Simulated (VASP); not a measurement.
Here is a VASP 6.6.1 calculation.

The input INCAR:

```
ALGO = Normal
EDIFF = 1E-6
ENCUT = 520
GGA = PE
ISIF = 2
ISMEAR = -1
LASPH = T
LCHARG = F
LREAL = F
LWAVE = F
NBANDS = 14
NELM = 100
PREC = Accurate
SIGMA = 0.02
```

The input KPOINTS:

```
k-points
0
Gamma
  8 8 8
```

Contents of POSCAR:

```
NaCl
1.0
    0.0000000000      2.7466448489      2.8297737235
    2.7466448489      0.0000000000      2.8297737235
    2.7466448489      2.7466448489      0.0000000000
Na Cl
1 1
Direct
    0.0000000000      0.0000000000      0.0000000000
    0.5000000000      0.5000000000      0.5000000000
```

Potentials or basis: VASP PAW PBE potentials, release 64 (Na_pv, Cl).

Command:

```console
$ cat potpaw_PBE.64/Na_pv/POTCAR potpaw_PBE.64/Cl/POTCAR > POTCAR
$ mpirun -np 1 vasp_std > vasp.out
```

**Question.** Predict the band gap on the k mesh.

**Answer.** 5.29 eV, direct.

**Question.** What does it give for the pressure?

**Answer.** 2.3 GPa.

Stress tensor (GPa, compression positive):
```
2.81 0.00 0.00
0.00 2.81 0.00
0.00 0.00 1.24
```

Caveat: the cell differs from its parent crystal (epitaxial xy strain -2.0%).
